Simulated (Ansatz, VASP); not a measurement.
## SiMo3 in VASP and in Ansatz

```
Si Mo
1.0
    -2.57816    2.57816    2.57816
     2.57816   -2.57816    2.57816
     2.57816    2.57816   -2.57816
Si Mo
1 3
Cartesian
  0.0000 0.0000 0.0000
  2.5782 0.0000 0.0000
  0.0000 2.5782 0.0000
  0.0000 0.0000 2.5782
```

Alike in both runs: task relaxation of cell and atoms; functional PBE; k mesh 12 × 12 × 12; occupations gaussian, width 0.1 eV; no spin polarisation.

```csv
,VASP,Ansatz
version,VASP 6.6.1,Ansatz 0.2.0
potentials or method,"VASP PAW PBE potentials, release 64 (Si, Mo_sv), cutoff 600 eV","scalar-relativistic, plane waves, PAW"
valence electrons in the cell,46,46
```

Ansatz gave:

- gap on the k mesh at the Fermi level, each at its own relaxed structure (eV): none
- relaxed volume (Å³/atom): 17.10
- relaxed cell length with the largest relative difference (Å): 4.462

Q: Estimate VASP's values.

A: gap on the k mesh at the Fermi level, each at its own relaxed structure (eV): none; relaxed volume (Å³/atom): 17.12; relaxed cell length with the largest relative difference (Å): 4.464.

A gap of «none» marks a metal or a gap that the smearing closes.
